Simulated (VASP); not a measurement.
# Si4Ge2Ru (Cmcm) in VASP: further runs

The runs below take Si4Ge2Ru through relaxation of cell and atoms, single point, with PBE.

All numbers are computed with VASP 6.6.1; they aren't measurements. Logs are shortened: lines on timing, memory, paths and dates and some standing lists are left out, and cuts for length are marked.

## (1) The cell of the first run

It takes space group Cmcm (No. 63, orthorhombic). Conventional cell: a = 8.079 Å, b = 7.952 Å, c = 7.160 Å, α = 90.00°, β = 90.00°, γ = 90.00°. Within 3.2 Å of Si (site symmetry m) lie 1 Ru at 2.43 Å and 4 Si at 2.51 to 3.05 Å and 4 Ge at 2.69 to 2.95 Å. Within 3.3 Å of Si (site symmetry 2) lie 2 Ru at 2.50 Å and 5 Si at 2.51 to 3.05 Å and 4 Ge at 3.01 to 3.03 Å. Within 3.3 Å of Ge (site symmetry m) lie 1 Ru at 2.53 Å and 2 Ge at 2.57 to 3.15 Å and 8 Si at 2.69 to 3.03 Å. Within 3.2 Å of Ru (site symmetry m2m) lie 6 Si at 2.43 to 2.50 Å and 2 Ge at 2.53 Å.

## (2) Relaxation of cell and atoms, PBE

File INCAR:

```
SYSTEM = Si4Ge2Ru
PREC = Accurate
ENCUT = 600
EDIFF = 1E-6
ISMEAR = 0
SIGMA = 0.1
LREAL = .False.
LASPH = .True.
NELM = 60
ALGO = Normal
ISIF = 3
LWAVE = .False.
LCHARG = .False.
GGA = PE
IBRION = 2
NSW = 100
EDIFFG = -0.01
LUSENCCL = .False.
```

File KPOINTS:

```
Automatic mesh
0
Gamma
  6 6 4
  0 0 0
```

File POSCAR:

```
Si4Ge2Ru
1.0
    4.0395636447     -3.9759453537      0.0000000000
    4.0395636447      3.9759453537      0.0000000000
    0.0000000000      0.0000000000      7.1603256176
Si Ge Ru
8 4 2
Direct
    0.4714452818      0.0560726946      0.7500000000
    0.9439273054      0.5285547182      0.7500000000
    0.0560726946      0.4714452818      0.2500000000
    0.5285547182      0.9439273054      0.2500000000
    0.6607596625      0.6607596625      0.5000000000
    0.6607596625      0.6607596625      0.0000000000
    0.3392403375      0.3392403375      0.5000000000
    0.3392403375      0.3392403375      0.0000000000
    0.1594963257      0.8405036743      0.4702154926
    0.1594963257      0.8405036743      0.0297845074
    0.8405036743      0.1594963257      0.5297845074
    0.8405036743      0.1594963257      0.9702154926
    0.6463742169      0.3536257831      0.2500000000
    0.3536257831      0.6463742169      0.7500000000
```

Potentials or basis: VASP PAW PBE potentials, release 64 (Si, Ge_d, Ru_pv).

The run is started by

```
cat potpaw_PBE.64/Si/POTCAR potpaw_PBE.64/Ge_d/POTCAR potpaw_PBE.64/Ru_pv/POTCAR > POTCAR
mpirun -np 1 vasp_std > vasp.out
```

OUTCAR:

```text
SYSTEM = Si4Ge2Ru
   PREC = Accurate
   ENCUT = 600
   EDIFF = 1E-6
   ISMEAR = 0
   LREAL = .False.
   LASPH = .True.
   NELM = 60
   ISIF = 3
   GGA = PE
   IBRION = 2
   NSW = 100
   EDIFFG = -0.01

 ion  position               nearest neighbor table
   1  0.471  0.056  0.750-  14 2.43   8 2.51   7 2.51  12 2.69  11 2.69  10 2.95   9 2.95   6 3.05
                             5 3.05
   2  0.944  0.529  0.750-  14 2.43   6 2.51   5 2.51  12 2.69  11 2.69  10 2.95   9 2.95   8 3.05
                             7 3.05
   3  0.056  0.471  0.250-  13 2.43   8 2.51   7 2.51  10 2.69   9 2.69  12 2.95  11 2.95   6 3.05
                             5 3.05
   4  0.529  0.944  0.250-  13 2.43   6 2.51   5 2.51  10 2.69   9 2.69  12 2.95  11 2.95   8 3.05
                             7 3.05
   5  0.661  0.661  0.500-  13 2.50  14 2.50   2 2.51   4 2.51   7 2.60  11 3.01   9 3.01   9 3.03
                            11 3.03   1 3.05   3 3.05
   6  0.661  0.661  0.000-  13 2.50  14 2.50   2 2.51   4 2.51   8 2.60  12 3.01  10 3.01  10 3.03
                            12 3.03   1 3.05   3 3.05
   7  0.339  0.339  0.500-  13 2.50  14 2.50   1 2.51   3 2.51   5 2.60   9 3.01  11 3.01   9 3.03
                            11 3.03   4 3.05   2 3.05
   8  0.339  0.339  0.000-  13 2.50  14 2.50   1 2.51   3 2.51   6 2.60  10 3.01  12 3.01  10 3.03
                            12 3.03   4 3.05   2 3.05
   9  0.159  0.841  0.470-  14 2.53  11 2.57   3 2.69   4 2.69   1 2.95   2 2.95   5 3.01   7 3.01
                             7 3.03   5 3.03
  10  0.159  0.841  0.030-  14 2.53  12 2.57   3 2.69   4 2.69   1 2.95   2 2.95   6 3.01   8 3.01
                             8 3.03   6 3.03
  11  0.841  0.159  0.530-  13 2.53   9 2.57   1 2.69   2 2.69   3 2.95   4 2.95   5 3.01   7 3.01
                             7 3.03   5 3.03
  12  0.841  0.159  0.970-  13 2.53  10 2.57   1 2.69   2 2.69   3 2.95   4 2.95   6 3.01   8 3.01
                             8 3.03   6 3.03
  13  0.646  0.354  0.250-   3 2.43   4 2.43   5 2.50   6 2.50   7 2.50   8 2.50  11 2.53  12 2.53

  14  0.354  0.646  0.750-   1 2.43   2 2.43   5 2.50   6 2.50   7 2.50   8 2.50   9 2.53  10 2.53

  LATTYP: Found a base centered orthorhombic cell.
 ALAT       =     7.9518907074
 B/A-ratio  =     1.0160007961
 C/A-ratio  =     0.9004557383

  Lattice vectors:

 A1 = (  -4.0395636447,  -3.9759453537,   0.0000000000)
 A2 = (   4.0395636447,  -3.9759453537,   0.0000000000)
 A3 = (   0.0000000000,   0.0000000000,   7.1603256176)

Analysis of symmetry for initial positions (statically):
=====================================================================
 Subroutine PRICEL returns:
 Original cell was already a primitive cell.

 Routine SETGRP: Setting up the symmetry group for a
 base centered orthorhombic supercell.

 Subroutine GETGRP returns: Found  8 space group operations
 (whereof  4 operations were pure point group operations)
 out of a pool of  8 trial point group operations.

The static configuration has the point symmetry C_2h.
 The point group associated with its full space group is D_2h.

Analysis of symmetry for dynamics (positions and initial velocities):
=====================================================================
 Subroutine PRICEL returns:
 Original cell was already a primitive cell.

 Routine SETGRP: Setting up the symmetry group for a
 base centered orthorhombic supercell.

 Subroutine GETGRP returns: Found  8 space group operations
 (whereof  4 operations were pure point group operations)
 out of a pool of  8 trial point group operations.

The dynamic configuration has the point symmetry C_2h.
 The point group associated with its full space group is D_2h.

 Subroutine INISYM returns: Found  8 space group operations
 (whereof  4 operations are pure point group operations),
 and found     1 'primitive' translations

----------------------------------------------------------------------------------------

                                     Primitive cell

  volume of cell :     230.0052

[... 40 lines left out ...]
     AMIX     =   0.40;   BMIX     =  1.00
     AMIX_MAG =   1.60;   BMIX_MAG =  1.00
  volume/ion in A,a.u.               =      16.43       110.87
  Fermi-wavevector in a.u.,A,eV,Ry     =   1.303112  2.462524 23.104052  1.698100
  Thomas-Fermi vector in A             =   2.434135
   LORBIT       =      0    0 simple, 1 ext, 2 COOP (PROOUT), +10 PAW based schemes
   GGA     = PE    functional components
   LHFCALC =     F    Hartree Fock is set to
   AEXX    =    0.0000 exact exchange contribution
   IVDW    =     0    specifies the selected vdW correction
   LEPSILON=     F    determine dielectric tensor
   LRPA    =     F    only Hartree local field effects (RPA)
 conjugate gradient relaxation of ions
 non-spin polarized calculation
 Gauss-broadening in eV      SIGMA  =   0.10
  energy-cutoff  :      600.00
  volume of cell :      230.01
 maximum number of plane-waves:      7699
 NGX is ok and might be reduce to    48
   NGX = 23   NGY = 23   NGZ = 29

--------------------------------------- Ionic step        1  -------------------------------------------

 number of electron     116.0000026 magnetization

 Free energy of the ion-electron system (eV)
  ---------------------------------------------------
  ext. energy  EPLUGINS =         0.00000000
  ---------------------------------------------------
  free energy    TOTEN  =       -79.15744711 eV

  energy without entropy =      -79.12470391  energy(sigma->0) =      -79.14107551

------------------------ aborting loop because EDIFF is reached ----------------------------------------

  FORCE on cell =-STRESS in cart. coord.  units (eV):
  Direction    XX          YY          ZZ          XY          YZ          ZX
  --------------------------------------------------------------------------------------
  -------------------------------------------------------------------------------------
  Total       -0.9622134      0.3165698      0.7591769      0.0000000      0.0000000      0.0000000
  in kB       -6.7026166      2.2051717      5.2882985      0.0000000      0.0000000      0.0000000
  external PRESSURE =       0.2636179 kB  Pullay stress =       0.0000000 kB
[... 125 lines left out ...]
  FREE ENERGIE OF THE ION-ELECTRON SYSTEM (eV)
  ---------------------------------------------------
  free  energy   TOTEN  =       -79.1637741159 eV

  energy  without entropy=      -79.1315874358  energy(sigma->0) =      -79.14768078

[... ionic steps 4 to 13 ...]

--------------------------------------- Ionic step       14  -------------------------------------------

 number of electron     116.0000015 magnetization

------------------------ aborting loop because EDIFF is reached ----------------------------------------
[... 91 lines left out ...]
--------------------------------------- Ionic step       16  -------------------------------------------

 number of electron     116.0000015 magnetization

 Free energy of the ion-electron system (eV)
  ---------------------------------------------------
  ext. energy  EPLUGINS =         0.00000000
  ---------------------------------------------------
  free energy    TOTEN  =       -79.16890409 eV

  energy without entropy =      -79.13812783  energy(sigma->0) =      -79.15351596

 E-fermi :   8.3987     XC(G=0): -11.2391

 val. band max:        8.3932905898   @ k =   0.5000   0.3333   0.0000
 cond. band min:       8.4143737118   @ k =   0.3333   0.3333   0.5000
 fundamental gap:      0.0210831220
 Fermi energy:         8.3987086869

 k-point     1 :       0.0000    0.0000    0.0000
  band No.  band energies     occupation
      1     -34.1586      2.00000
      2     -34.1556      2.00000
      3     -34.1269      2.00000
      4     -34.1264      2.00000
      5     -34.0189      2.00000
      6     -34.0179      2.00000
[... 1717 lines left out ...]
     68      11.5678      0.00000
     69      11.7145      0.00000

 [... further k-points ...]

------------------------ aborting loop because EDIFF is reached ----------------------------------------

  FORCE on cell =-STRESS in cart. coord.  units (eV):
  Direction    XX          YY          ZZ          XY          YZ          ZX
  --------------------------------------------------------------------------------------
  -------------------------------------------------------------------------------------
  Total        0.0340020     -0.0676466     -0.0020449      0.0000000     -0.0000000      0.0000000
  in kB        0.2373889     -0.4722822     -0.0142769      0.0000000     -0.0000000      0.0000000
  external PRESSURE =      -0.0830567 kB  Pullay stress =       0.0000000 kB
[... 29 lines left out ...]
  FREE ENERGIE OF THE ION-ELECTRON SYSTEM (eV)
  ---------------------------------------------------
  free  energy   TOTEN  =       -79.1689040927 eV

  energy  without entropy=      -79.1381278312  energy(sigma->0) =      -79.15351596

 reached required accuracy - stopping structural energy minimisation
```

Wall time 27 min (1 × NVIDIA H100 80GB with 1 thread of AMD EPYC 7R13 (Zen 3), shared host); peak memory 1.8 GiB.

What came out:

| Quantity | Value |
| --- | --- |
| Free energy | -79.1689 eV |
| Relaxed volume | 16.39 Å³/atom |
| Relaxed cell | a = 5.632 Å, b = 5.632 Å, c = 7.235 Å, α = 90.00°, β = 90.00°, γ = 89.76° |
| Space group after relaxing (to 0.1 Å) | Cmcm (No. 63) |
| Energy gained by relaxing | 0.8 meV/atom |
| Ionic steps | 16 |
| Pressure after relaxing | 0.0 GPa |
| Largest force after relaxing | 0.008 eV/Å |
| Band gap on the k mesh | zero (bands 58 and 59 overlap by 1.02 eV) |

Forces in eV/Å, atoms in the order of the input:
```
Si   0.005 -0.006  0.000
Si  -0.005 -0.006  0.000
Si   0.005  0.006  0.000
Si  -0.005  0.006  0.000
Si  -0.008  0.000  0.000
Si  -0.008  0.000  0.000
Si   0.008  0.000  0.000
Si   0.008  0.000  0.000
Ge   0.000  0.000 -0.005
Ge   0.000  0.000  0.005
Ge   0.000  0.000  0.005
Ge   0.000  0.000 -0.005
Ru   0.000  0.005  0.000
Ru   0.000 -0.005  0.000
```

The path:
```csv
step,energy change (eV),largest force (eV/Å),pressure (GPa),volume (Å³)
1,0.0000,0.0342,0.03,230.01
2,-0.0046,0.0531,-0.04,230.09
3,-0.0063,0.0727,-0.10,230.18
4,-0.0083,0.0502,0.05,229.79
5,-0.0095,0.0312,0.28,229.26
6,-0.0104,0.0253,0.00,229.70
7,-0.0104,0.0252,-0.05,229.77
8,-0.0106,0.0179,-0.04,229.73
9,-0.0108,0.0259,0.00,229.58
10,-0.0110,0.0224,0.07,229.54
11,-0.0111,0.0152,0.02,229.47
12,-0.0112,0.0162,0.09,229.44
13,-0.0112,0.0174,-0.01,229.54
14,-0.0112,0.0180,-0.04,229.59
15,-0.0113,0.0115,-0.01,229.56
16,-0.0115,0.0083,-0.01,229.49
```

Final structure:
```cif
data_structure
_symmetry_space_group_name_H-M 'P 1'
_symmetry_Int_Tables_number 1
_cell_length_a 5.6321
_cell_length_b 5.6321
_cell_length_c 7.2348
_cell_angle_alpha 90.000
_cell_angle_beta 90.000
_cell_angle_gamma 89.765
_cell_volume 229.49
loop_
_atom_site_label
_atom_site_type_symbol
_atom_site_fract_x
_atom_site_fract_y
_atom_site_fract_z
_atom_site_occupancy
Si1 Si 0.47426 0.05895 0.75000 1
Si2 Si 0.94105 0.52574 0.75000 1
Si3 Si 0.05895 0.47426 0.25000 1
Si4 Si 0.52574 0.94105 0.25000 1
Si5 Si 0.66165 0.66165 0.50000 1
Si6 Si 0.66165 0.66165 0.00000 1
Si7 Si 0.33835 0.33835 0.50000 1
Si8 Si 0.33835 0.33835 0.00000 1
Ge1 Ge 0.16035 0.83965 0.47274 1
Ge2 Ge 0.16035 0.83965 0.02726 1
Ge3 Ge 0.83965 0.16035 0.52726 1
Ge4 Ge 0.83965 0.16035 0.97274 1
Ru1 Ru 0.64531 0.35469 0.25000 1
Ru2 Ru 0.35469 0.64531 0.75000 1
```

Levels at points of the mesh, in eV from the Fermi level:
```tsv
k point	band 55	band 56	band 57	band 58	band 59	band 60	band 61	band 62
(0.00, 0.00, 0.00)	-1.41	-1.15	-0.93	-0.56	-0.49	0.47	0.56	1.37
(0.50, 0.00, 0.00)	-0.94	-0.66	-0.55	-0.50	-0.33	1.09	1.38	2.05
(0.50, 0.50, 0.00)	-0.68	-0.65	-0.03	0.02	0.19	0.62	0.64	0.66
(0.00, 0.00, 0.50)	-1.48	-1.48	-0.77	-0.77	-0.44	-0.44	0.85	0.85
(0.50, 0.00, 0.50)	-0.81	-0.81	-0.07	-0.07	0.07	0.07	0.79	0.79
(0.50, 0.50, 0.50)	-0.36	-0.36	-0.22	-0.22	-0.21	-0.21	1.53	1.53
```

## (3) Single point, PBE

This run uses another cell than the first one, of 16.39 Å³/atom.

File INCAR:

```
PREC = Accurate
ENCUT = 520
EDIFF = 1E-7
ISMEAR = 0
SIGMA = 0.1
LREAL = F
LASPH = T
NELM = 60
ALGO = Normal
ISIF = 2
LWAVE = F
LCHARG = F
GGA = PE
NBANDS = 71
```

File KPOINTS:

```
Automatic mesh
0
Gamma
  6 6 4
```

File POSCAR:

```
Si4Ge2Ru
1.0
    3.9928440621     -3.9699942565      0.0000000000
    3.9928440621      3.9699942565      0.0000000000
    0.0000000000      0.0000000000      7.2367349544
Si Ge Ru
8 4 2
Direct
    0.4753247545      0.0585040884      0.7500000000
    0.9414959116      0.5246752455      0.7500000000
    0.0585040884      0.4753247545      0.2500000000
    0.5246752455      0.9414959116      0.2500000000
    0.6616036657      0.6616036657      0.5000000000
    0.6616036657      0.6616036657      0.0000000000
    0.3383963343      0.3383963343      0.5000000000
    0.3383963343      0.3383963343      0.0000000000
    0.1603502792      0.8396497208      0.4730433214
    0.1603502792      0.8396497208      0.0269566786
    0.8396497208      0.1603502792      0.5269566786
    0.8396497208      0.1603502792      0.9730433214
    0.6451679308      0.3548320692      0.2500000000
    0.3548320692      0.6451679308      0.7500000000
```

Potentials or basis: VASP PAW PBE potentials, release 64 (Si, Ge_d, Ru_pv).

The run is started by

```
cat potpaw_PBE.64/Si/POTCAR potpaw_PBE.64/Ge_d/POTCAR potpaw_PBE.64/Ru_pv/POTCAR > POTCAR
mpirun -np 1 vasp_std > vasp.out
```

It took 28 min on 1 thread of Intel Xeon 8259CL, shared host; peak memory 0.61 GiB.

Results (log left out):

* Free energy: -79.1679 eV
* Pressure: 0.0 GPa
* Largest force: 0.012 eV/Å
* Band gap on the k mesh: zero (bands 58 and 59 overlap by 1.02 eV)

Forces on the atoms (eV/Å):
```
Si   0.008  0.005  0.000
Si  -0.008  0.005  0.000
Si   0.008 -0.005  0.000
Si  -0.008 -0.005  0.000
Si  -0.003  0.000  0.000
Si  -0.003  0.000  0.000
Si   0.003  0.000  0.000
Si   0.003  0.000  0.000
Ge   0.000  0.002 -0.009
Ge   0.000  0.002  0.009
Ge   0.000 -0.002  0.009
Ge   0.000 -0.002 -0.009
Ru   0.000  0.012  0.000
Ru   0.000 -0.012  0.000
```

Levels at points of the mesh, in eV from the Fermi level:
```csv
k point,band 54,band 55,band 56,band 57,band 58,band 59,band 60,band 61,band 62,band 63
"(0.00, 0.00, 0.00)",-1.88,-1.41,-1.15,-0.93,-0.55,-0.50,0.47,0.56,1.40,1.93
"(0.50, 0.00, 0.00)",-1.49,-0.95,-0.66,-0.54,-0.50,-0.33,1.10,1.38,2.06,2.35
"(0.50, 0.50, 0.00)",-0.80,-0.67,-0.65,-0.03,0.01,0.19,0.61,0.65,0.66,1.09
"(0.00, 0.00, 0.50)",-1.76,-1.47,-1.47,-0.77,-0.77,-0.43,-0.43,0.85,0.85,2.29
"(0.50, 0.00, 0.50)",-0.92,-0.80,-0.80,-0.07,-0.07,0.08,0.08,0.79,0.79,2.14
"(0.50, 0.50, 0.50)",-1.51,-0.37,-0.37,-0.23,-0.23,-0.21,-0.21,1.54,1.54,1.61
```

## (4) Single point, PBE

File INCAR:

```
  PREC = Accurate
  ENCUT = 500
  EDIFF = 1E-6
  ISMEAR = 0
  SIGMA = 0.1
  LREAL = F
  LASPH = T
  NELM = 120
  ALGO = Normal
  ISIF = 2
  LWAVE = F
  LCHARG = F
  GGA = PE
  NBANDS = 71
  GGA_COMPAT = F
```

File KPOINTS:

```
regular mesh
0
Gamma
  4 4 4
```

File POSCAR:

```
Si4Ge2Ru
1.0
    4.0395636447     -3.9759453537      0.0000000000
    4.0395636447      3.9759453537      0.0000000000
    0.0000000000      0.0000000000      7.1603256176
Si Ge Ru
8 4 2
Direct
    0.4714452818      0.0560726946      0.7500000000
    0.9439273054      0.5285547182      0.7500000000
    0.0560726946      0.4714452818      0.2500000000
    0.5285547182      0.9439273054      0.2500000000
    0.6607596625      0.6607596625      0.5000000000
    0.6607596625      0.6607596625      0.0000000000
    0.3392403375      0.3392403375      0.5000000000
    0.3392403375      0.3392403375      0.0000000000
    0.1594963257      0.8405036743      0.4702154926
    0.1594963257      0.8405036743      0.0297845074
    0.8405036743      0.1594963257      0.5297845074
    0.8405036743      0.1594963257      0.9702154926
    0.6463742169      0.3536257831      0.2500000000
    0.3536257831      0.6463742169      0.7500000000
```

The run is started by

```
cat potpaw_PBE.64/Si/POTCAR potpaw_PBE.64/Ge_d/POTCAR potpaw_PBE.64/Ru_pv/POTCAR > POTCAR
mpirun -np 1 vasp_std > vasp.out
```

Run time: 12 min. Hardware: 1 thread of Oxide Virtual Turin-like, shared host; peak memory 0.42 GiB.

The run converged. Its results:

| Property | Result |
| --- | --- |
| Free energy | -79.1914 eV |
| Pressure | 0.0 GPa |
| Largest force | 0.026 eV/Å |
| Band gap on the k mesh | zero (bands 58 and 59 overlap by 1.00 eV) |

Forces in eV/Å, atoms in the order of the input:
```
Si  -0.003  0.004  0.000
Si   0.003  0.004  0.000
Si  -0.003 -0.004  0.000
Si   0.003 -0.004  0.000
Si  -0.007  0.000  0.000
Si  -0.007  0.000  0.000
Si   0.007  0.000  0.000
Si   0.007  0.000  0.000
Ge   0.000  0.025 -0.005
Ge   0.000  0.025  0.005
Ge   0.000 -0.025  0.005
Ge   0.000 -0.025 -0.005
Ru   0.000 -0.001  0.000
Ru   0.000  0.001  0.000
```

Stress tensor (GPa, compression positive):
```
 0.13  0.00  0.00
 0.00 -0.16  0.00
 0.00  0.00 -0.10
```

Levels at points of the mesh, in eV from the Fermi level:
| k point | band 56 | band 57 | band 58 | band 59 | band 60 | band 61 |
| --- | --- | --- | --- | --- | --- | --- |
| (0.00, 0.00, 0.00) | -1.01 | -0.99 | -0.60 | -0.38 | 0.48 | 0.64 |
| (0.50, 0.00, 0.00) | -0.62 | -0.53 | -0.53 | -0.31 | 1.14 | 1.49 |
| (0.50, 0.50, 0.00) | -0.62 | 0.02 | 0.03 | 0.16 | 0.62 | 0.73 |
| (0.00, 0.00, 0.50) | -1.45 | -0.76 | -0.76 | -0.38 | -0.38 | 0.86 |
| (0.50, 0.00, 0.50) | -0.74 | -0.04 | -0.04 | 0.05 | 0.05 | 0.81 |
| (0.50, 0.50, 0.50) | -0.40 | -0.28 | -0.28 | -0.26 | -0.26 | 1.56 |

## (5) Summary

| task | cell | k mesh | cutoff (eV) | gap on the mesh (eV) | pressure (GPa) | largest force (eV/Å) |
| --- | --- | --- | --- | --- | --- | --- |
| relaxation of cell and atoms | relaxed from a = 5.668, b = 5.668, c = 7.160 Å, angles 90.0, 90.0, 89.1°, 14 atoms, atomic positions A | 6 × 6 × 4 | 600 | none | 0.0 | 0.01 |
| single point | a = 5.631, b = 5.631, c = 7.237 Å, angles 90.0, 90.0, 89.7°, 14 atoms, atomic positions B | 6 × 6 × 4 | 520 | none | 0.0 | 0.01 |
| single point | a = 5.668, b = 5.668, c = 7.160 Å, angles 90.0, 90.0, 89.1°, 14 atoms, atomic positions A | 4 × 4 × 4 | 500 | none | 0.0 | 0.03 |

Alike in all rows: level PBE; potentials or basis VASP PAW PBE potentials, release 64 (Si, Ge_d, Ru_pv); no spin polarisation; smearing gaussian 0.1 eV.

Total energies depend on the potentials used, so only differences within one code and one set of settings carry meaning.

The gap in the log of VASP goes by the Fermi energy; the results here count the filled bands.